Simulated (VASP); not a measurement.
A run of VASP 6.6.1 is set up as follows.

The input INCAR:

```
SYSTEM = Ti3Se
ALGO     = Normal         ! electronic algorithm
EDIFF    = 1E-7           ! SCF threshold, eV
ENCUT    = 520            ! plane-wave cutoff, eV
GGA      = PE             ! functional
ISIF     = 2              ! what is computed and relaxed
ISMEAR   = -1             ! smearing method
LASPH    = .TRUE.         ! aspherical terms in the spheres
LCHARG   = .FALSE.        ! write CHGCAR
LREAL    = .FALSE.        ! projectors in reciprocal space
LWAVE    = .FALSE.        ! write WAVECAR
NBANDS   = 29             ! bands
NELM     = 100            ! most SCF steps
PREC     = Accurate       ! precision mode
SIGMA    = 0.05           ! smearing width, eV
```

The input KPOINTS:

```
k-points
0
G
  10 10 4
  0 0 0
```

POSCAR

```
Ti3Se
1.0
    3.2186213523      0.0000000000      0.0000000000
   -1.6093106762      2.7874078563      0.0000000000
    0.0000000000      0.0000000000      7.9953474932
Se Ti
1 3
Direct
    0.0000000000      0.0000000000      0.0000000000
    0.6666666667      0.3333333333      0.5000000000
    0.3333333333      0.6666666667      0.7729020000
    0.3333333333      0.6666666667      0.2270980000
```

Potentials or basis: VASP PAW PBE potentials, release 64 (Se, Ti_sv).

Launch:

```console
$ cat potpaw_PBE.64/Se/POTCAR potpaw_PBE.64/Ti_sv/POTCAR > POTCAR
$ mpirun -np 1 vasp_std > vasp.out
```

(1) Predict the band gap on the k mesh.

(2) Estimate the largest force.

Results:

(1) zero (band 21 reaches 8.24 eV, above the bottom of band 22 at 7.69 eV).

(2) 0.014 eV/Å.
